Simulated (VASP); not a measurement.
# WSe2 (P6_3/mmc) in VASP: notebook, part 2 of 2

VASP 6.6.1. Earlier steps stand in the parts before.

## 3. Single point, PBEsol (19.45 Å³/atom)

This run uses another cell than the first one, of 19.45 Å³/atom.

Contents of INCAR:

```
PREC     = Accurate       # precision mode
ENCUT    = 520            # plane-wave cutoff, eV
EDIFF    = 1E-6           # SCF threshold, eV
ISMEAR   = -1             # smearing method
SIGMA    = 0.08           # smearing width, eV
LREAL    = False          # projectors in reciprocal space
LASPH    = True           # aspherical terms in the spheres
NELM     = 60             # most SCF steps
ALGO     = Normal         # electronic algorithm
ISIF     = 2              # what is computed and relaxed
LWAVE    = False          # write WAVECAR
LCHARG   = True           # write CHGCAR
GGA      = PS             # functional
LELF     = True           # ELF
LVHAR    = True         
NBANDS   = 35             # bands
```

Contents of KPOINTS:

```
regular mesh
0
Gamma
  11 11 3
```

Contents of POSCAR:

```
WSe2
1.0
    3.2455335613      0.0000000000      0.0000000000
   -1.6227667806      2.8107145128      0.0000000000
    0.0000000000      0.0000000000     12.7947082416
W Se
2 4
Direct
    0.3333333333      0.6666666667      0.2500000000
    0.6666666667      0.3333333333      0.7500000000
    0.3333333333      0.6666666667      0.6210000000
    0.6666666667      0.3333333333      0.1210000000
    0.3333333333      0.6666666667      0.8790000000
    0.6666666667      0.3333333333      0.3790000000
```

Potentials or basis: VASP PAW PBE potentials, release 64 (W_sv, Se).

Launch:

```sh
$ cat potpaw_PBE.64/W_sv/POTCAR potpaw_PBE.64/Se/POTCAR > POTCAR
$ mpirun -np 1 vasp_std > vasp.out
```

OUTCAR:

```text
PREC = Accurate
   ENCUT = 520
   EDIFF = 1E-6
   ISMEAR = -1
   LREAL = False
   LASPH = True
   NELM = 60
   ISIF = 2
   GGA = PS

 ion  position               nearest neighbor table
   1  0.333  0.667  0.250-   4 2.50   6 2.50   4 2.50   6 2.50   4 2.50   6 2.50
   2  0.667  0.333  0.750-   3 2.50   5 2.50   3 2.50   5 2.50   3 2.50   5 2.50
   3  0.333  0.667  0.621-   2 2.50   2 2.50   2 2.50
   4  0.667  0.333  0.121-   1 2.50   1 2.50   1 2.50
   5  0.333  0.667  0.879-   2 2.50   2 2.50   2 2.50
   6  0.667  0.333  0.379-   1 2.50   1 2.50   1 2.50

  LATTYP: Found a hexagonal cell.
 ALAT       =     3.2455335613
 C/A-ratio  =     3.9422510968

  Lattice vectors:

 A1 = (   3.2455335613,   0.0000000000,   0.0000000000)
 A2 = (  -1.6227667806,   2.8107145128,   0.0000000000)
 A3 = (   0.0000000000,   0.0000000000,  12.7947082416)

Analysis of symmetry for initial positions (statically):
=====================================================================
 Subroutine PRICEL returns:
 Original cell was already a primitive cell.

 Routine SETGRP: Setting up the symmetry group for a
 hexagonal supercell.

 Subroutine GETGRP returns: Found 24 space group operations
 (whereof 12 operations were pure point group operations)
 out of a pool of 24 trial point group operations.

The static configuration has the point symmetry D_3d.
 The point group associated with its full space group is D_6h.

Analysis of symmetry for dynamics (positions and initial velocities):
=====================================================================
 Subroutine PRICEL returns:
 Original cell was already a primitive cell.

 Routine SETGRP: Setting up the symmetry group for a
 hexagonal supercell.

 Subroutine GETGRP returns: Found 24 space group operations
[... 123 lines left out ...]
   NELECT =      52.0000    total number of electrons
   NUPDOWN=      -1.0000    fix difference up-down
   EMIN   =  10.00;   EMAX   =-10.00  energy-range for DOS
   EFERMI =   0.00;   METHOD = LEGACY
   ISMEAR =    -1;   SIGMA  =   0.08  broadening in eV -4-tet -1-fermi 0-gaus
   EFERMI_NEDOS =   21; number of points for ismear=-14 and -15
   IALGO  =     38    algorithm
   IMIX   =      4    mixing-type and parameters
     AMIX     =   0.40;   BMIX     =  1.00
     AMIX_MAG =   1.60;   BMIX_MAG =  1.00
  volume/ion in A,a.u.               =      19.45       131.27
  Fermi-wavevector in a.u.,A,eV,Ry     =   1.250350  2.362819 21.271004  1.563375
  Thomas-Fermi vector in A             =   2.384348
   LORBIT       =      0    0 simple, 1 ext, 2 COOP (PROOUT), +10 PAW based schemes
   GGA     = PS    functional components
   LHFCALC =     F    Hartree Fock is set to
   AEXX    =    0.0000 exact exchange contribution
   IVDW    =     0    specifies the selected vdW correction
   LEPSILON=     F    determine dielectric tensor
   LRPA    =     F    only Hartree local field effects (RPA)
 non-spin polarized calculation
  energy-cutoff  :      520.00
  volume of cell :      116.72
 maximum number of plane-waves:      3178
   NGX = 13   NGY = 13   NGZ = 47

 number of electron      51.9999999 magnetization

 Free energy of the ion-electron system (eV)
  ---------------------------------------------------
  ext. energy  EPLUGINS =         0.00000000
  ---------------------------------------------------
  free energy    TOTEN  =       -46.47549894 eV

  energy without entropy =      -46.47537008  energy(sigma->0) =      -46.47543451

 E-fermi :   7.0276     XC(G=0): -11.1091

 val. band max:        6.6392486507   @ k =   0.0000   0.0000   0.0000
 cond. band min:       7.5081577851   @ k =   0.1818   0.1818   0.0000
 fundamental gap:      0.8689091344
 Fermi energy:         7.0275867258

 k-point     1 :       0.0000    0.0000    0.0000
  band No.  band energies     occupation
      1     -67.6201      2.00000
      2     -67.6201      2.00000
      3     -31.9188      2.00000
      4     -31.9188      2.00000
      5     -31.7521      2.00000
      6     -31.7521      2.00000
[... 901 lines left out ...]
     34      10.6740      0.00000
     35      13.5738      0.00000

 [... further k-points ...]
[... 5 lines left out ...]
  --------------------------------------------------------------------------------------
  -------------------------------------------------------------------------------------
  Total        3.3866836      3.3866836      5.1135749      0.0000000      0.0000000     -0.0000000
  in kB       46.4891897     46.4891897     70.1943203      0.0000000      0.0000000     -0.0000000
  external PRESSURE =      54.3908999 kB  Pullay stress =       0.0000000 kB

 VOLUME and BASIS-vectors are now :
 -----------------------------------------------------------------------------
  energy-cutoff  :      520.00
  volume of cell :      116.72
      direct lattice vectors                 reciprocal lattice vectors
     3.245533561  0.000000000  0.000000000     0.308115748  0.177890710  0.000000000
    -1.622766781  2.810714513  0.000000000     0.000000000  0.355781420  0.000000000
     0.000000000  0.000000000 12.794708242     0.000000000  0.000000000  0.078157312

 POSITION                                       TOTAL-FORCE (eV/Angst)
 -----------------------------------------------------------------------------------
     -0.00000      1.87381      3.19868        -0.000000      0.000000      0.000000
      1.62277      0.93690      9.59603         0.000000      0.000000      0.000000
     -0.00000      1.87381      7.94551         0.000000     -0.000000     -0.646438
      1.62277      0.93690      1.54816         0.000000     -0.000000     -0.646438
     -0.00000      1.87381     11.24655         0.000000     -0.000000      0.646438
      1.62277      0.93690      4.84919         0.000000     -0.000000      0.646438
 -----------------------------------------------------------------------------------
    total drift:                               -0.000000      0.000000     -0.000000

  FREE ENERGIE OF THE ION-ELECTRON SYSTEM (eV)
  ---------------------------------------------------
  free  energy   TOTEN  =       -46.4754989414 eV

  energy  without entropy=      -46.4753700842  energy(sigma->0) =      -46.47543451
```

Wall time 89 s (1 thread of AMD EPYC 7R13 (Zen 3), shared host); peak memory 0.25 GiB.

Results:

```yaml
Free_energy: -46.4755 eV
Pressure: 5.4 GPa
Largest_force: 0.646 eV/Å
Band_gap_on_the_k_mesh: 0.87 eV (least direct gap 1.83 eV)
```

Forces in eV/Å, atoms in the order of the input:
```
W    0.000  0.000  0.000
W    0.000  0.000  0.000
Se   0.000  0.000 -0.646
Se   0.000  0.000 -0.646
Se   0.000  0.000  0.646
Se   0.000  0.000  0.646
```

Caveat: the cell stands under pressure; the PAW data sets were made with another functional, which shifts forces and pressure a little; spin-orbit coupling is left out, which moves the levels of the heavy elements; an odd mesh through Γ misses points on the zone boundary, where band edges can lie; this functional lacks dispersion, which binds the layers, so the pressure and a relaxed spacing across them are unreliable.

## 4. Single point, PBEsol (19.86 Å³/atom)

This run uses another cell than the first one, of 19.86 Å³/atom.

Contents of INCAR:

```
SYSTEM = WSe2
PREC = Accurate
ENCUT = 520
EDIFF = 1E-6
ISMEAR = -1
SIGMA = 0.08
LREAL = .False.
LASPH = .True.
NELM = 100
ALGO = Normal
ISIF = 2
LWAVE = .False.
LCHARG = .False.
GGA = PS
NBANDS = 35
```

Contents of KPOINTS:

```
regular mesh
0
Gamma
  11 11 3
  0 0 0
```

POSCAR: that of step 3 with these lines changed.

```diff
@@ -2,5 +2,5 @@
 1.0
-    3.2455335613      0.0000000000      0.0000000000
-   -1.6227667806      2.8107145128      0.0000000000
-    0.0000000000      0.0000000000     12.7947082416
+    3.2679172587      0.0000000000      0.0000000000
+   -1.6339586293      2.8300993634      0.0000000000
+    0.0000000000      0.0000000000     12.8829503973
 W Se
```

Potentials or basis: VASP PAW PBE potentials, release 64 (W_sv, Se).

Launch:

```sh
$ cat potpaw_PBE.64/W_sv/POTCAR potpaw_PBE.64/Se/POTCAR > POTCAR
$ mpirun -np 1 vasp_std > vasp.out
```

OUTCAR:

```text
SYSTEM = WSe2
   PREC = Accurate
   ENCUT = 520
   EDIFF = 1E-6
   ISMEAR = -1
   LREAL = .False.
   LASPH = .True.
   NELM = 100
   ISIF = 2
   GGA = PS

 ion  position               nearest neighbor table
   1  0.333  0.667  0.250-   4 2.51   6 2.51   4 2.51   6 2.51   4 2.51   6 2.51
   2  0.667  0.333  0.750-   3 2.51   5 2.51   3 2.51   5 2.51   3 2.51   5 2.51
   3  0.333  0.667  0.621-   2 2.51   2 2.51   2 2.51
   4  0.667  0.333  0.121-   1 2.51   1 2.51   1 2.51
   5  0.333  0.667  0.879-   2 2.51   2 2.51   2 2.51
   6  0.667  0.333  0.379-   1 2.51   1 2.51   1 2.51
[... 1120 lines left out ...]
  -------------------------------------------------------------------------------------
  Total        1.1422983      1.1422983      2.4560098      0.0000000     -0.0000000      0.0000000
  in kB       15.3603824     15.3603824     33.0257438      0.0000000     -0.0000000      0.0000000
  external PRESSURE =      21.2488362 kB  Pullay stress =       0.0000000 kB

 VOLUME and BASIS-vectors are now :
 -----------------------------------------------------------------------------
  energy-cutoff  :      520.00
  volume of cell :      119.15
      direct lattice vectors                 reciprocal lattice vectors
     3.267917259  0.000000000  0.000000000     0.306005300  0.176672242  0.000000000
    -1.633958629  2.830099363  0.000000000     0.000000000  0.353344484  0.000000000
     0.000000000  0.000000000 12.882950397     0.000000000  0.000000000  0.077621971

 POSITION                                       TOTAL-FORCE (eV/Angst)
 -----------------------------------------------------------------------------------
     -0.00000      1.88673      3.22074         0.000000      0.000000      0.000000
      1.63396      0.94337      9.66221        -0.000000     -0.000000      0.000000
     -0.00000      1.88673      8.00031        -0.000000     -0.000000     -0.273967
      1.63396      0.94337      1.55884        -0.000000      0.000000     -0.273967
     -0.00000      1.88673     11.32411         0.000000     -0.000000      0.273967
      1.63396      0.94337      4.88264         0.000000      0.000000      0.273967
 -----------------------------------------------------------------------------------
    total drift:                               -0.000000      0.000000     -0.000000

  FREE ENERGIE OF THE ION-ELECTRON SYSTEM (eV)
  ---------------------------------------------------
  free  energy   TOTEN  =       -46.5329871290 eV

  energy  without entropy=      -46.5328639355  energy(sigma->0) =      -46.53292553
```

stdout:

```text
POSCAR found type information on POSCAR W Se
 POSCAR found :  2 types and       6 ions
 scaLAPACK will be used
 -----------------------------------------------------------------------------
|                                                                             |
|                                                                             |
|     You enforced a specific xc type in the INCAR file but a different       |
|     I HOPE YOU KNOW WHAT YOU ARE DOING!                                     |
|                                                                             |
 -----------------------------------------------------------------------------

 LDA part: xc-table for (Slater+PW92), standard interpolation
 POSCAR, INCAR and KPOINTS ok, starting setup
 FFT: planning ... GRIDC
 FFT: planning ... GRID_SOFT
 FFT: planning ... GRID
 WAVECAR not read
 entering main loop
```

It took 87 s on 1 thread of AMD EPYC 7R13 (Zen 3), shared host; peak memory 0.25 GiB.

What came out:

| Item | Value |
| --- | --- |
| Free energy | -46.5330 eV |
| Pressure | 2.1 GPa |
| Largest force | 0.274 eV/Å |
| Band gap on the k mesh | 0.89 eV (least direct gap 1.78 eV) |

Forces on the atoms (eV/Å):
```
W    0.000  0.000  0.000
W    0.000  0.000  0.000
Se   0.000  0.000 -0.274
Se   0.000  0.000 -0.274
Se   0.000  0.000  0.274
Se   0.000  0.000  0.274
```

Caveat: the PAW data sets were made with another functional, which shifts forces and pressure a little; spin-orbit coupling is left out, which moves the levels of the heavy elements; an odd mesh through Γ misses points on the zone boundary, where band edges can lie; this functional lacks dispersion, which binds the layers, so the pressure and a relaxed spacing across them are unreliable.

## 5. Single point, PBEsol (20.06 Å³/atom)

This run uses another cell than the first one, of 20.06 Å³/atom.

Contents of INCAR:

```
SYSTEM = WSe2
PREC = Accurate ; ENCUT = 520
EDIFF = 1E-7 ; ISMEAR = -1
SIGMA = 0.08 ; LREAL = .FALSE.
LASPH = .TRUE. ; NELM = 100
ALGO = Normal ; ISIF = 2
LWAVE = .FALSE. ; LCHARG = .FALSE.
GGA = PS ; NBANDS = 35
```

Contents of KPOINTS:

```
Automatic mesh
0
G
  11 11 3
  0 0 0
```

POSCAR: that of step 4 with these lines changed.

```diff
@@ -2,5 +2,5 @@
 1.0
-    3.2679172587      0.0000000000      0.0000000000
-   -1.6339586293      2.8300993634      0.0000000000
-    0.0000000000      0.0000000000     12.8829503973
+    3.2789950290      0.0000000000      0.0000000000
+   -1.6394975145      2.8396929940      0.0000000000
+    0.0000000000      0.0000000000     12.9266217496
 W Se
```

Launch:

```sh
$ cat potpaw_PBE.64/W_sv/POTCAR potpaw_PBE.64/Se/POTCAR > POTCAR
$ mpirun -np 1 vasp_std > vasp.out
```

Wall time 93 s (1 thread of AMD EPYC 7R13 (Zen 3), shared host); peak memory 0.25 GiB.

Results (log left out):

- Free energy: -46.5436 eV
- Pressure: 0.6 GPa
- Largest force: 0.098 eV/Å
- Band gap on the k mesh: 0.90 eV (least direct gap 1.76 eV)

Forces in eV/Å, atoms in the order of the input:
```
W    0.000  0.000  0.000
W    0.000  0.000  0.000
Se   0.000  0.000 -0.098
Se   0.000  0.000 -0.098
Se   0.000  0.000  0.098
Se   0.000  0.000  0.098
```

Stress tensor (GPa, compression positive):
```
0.10 0.00 0.00
0.00 0.10 0.00
0.00 0.00 1.60
```

Levels at points of the mesh, in eV from the valence-band top:
```csv
k point,band 22,band 23,band 24,band 25,band 26,band 27,band 28,band 29,band 30,band 31
"(0.00, 0.00, 0.00)",-1.53,-1.53,-1.17,-1.05,0.00,2.66,2.66,2.71,2.71,2.77
```

Caveat: the PAW data sets were made with another functional, which shifts forces and pressure a little; spin-orbit coupling is left out, which moves the levels of the heavy elements; an odd mesh through Γ misses points on the zone boundary, where band edges can lie; this functional lacks dispersion, which binds the layers, so the pressure and a relaxed spacing across them are unreliable.

## 6. Overview

| cell | gap on the mesh (eV) | pressure (GPa) | largest force (eV/Å) |
| --- | --- | --- | --- |
| a = 3.223, b = 3.223, c = 12.705 Å, angles 90.0, 90.0, 120.0°, 6 atoms | 0.85 | 9.1 | 1.05 |
| a = 3.246, b = 3.246, c = 12.795 Å, angles 90.0, 90.0, 120.0°, 6 atoms | 0.87 | 5.4 | 0.65 |
| a = 3.268, b = 3.268, c = 12.883 Å, angles 90.0, 90.0, 120.0°, 6 atoms | 0.89 | 2.1 | 0.27 |
| a = 3.279, b = 3.279, c = 12.927 Å, angles 90.0, 90.0, 120.0°, 6 atoms | 0.90 | 0.6 | 0.10 |

Alike in all rows: task single point; level PBEsol; potentials or basis VASP PAW PBE potentials, release 64 (W_sv, Se); no spin polarisation; k mesh 11 × 11 × 3; cutoff (eV) 520; smearing fermi-dirac 0.08 eV.

Caveats: the PAW data sets were made with another functional, which shifts forces and pressure a little; spin-orbit coupling is left out, which moves the levels of the heavy elements; an odd mesh through Γ misses points on the zone boundary, where band edges can lie; this functional lacks dispersion, which binds the layers, so the pressure and a relaxed spacing across them are unreliable; the cell stands under pressure (at least some runs).

Absolute energies hang on the potentials; compare differences alone.
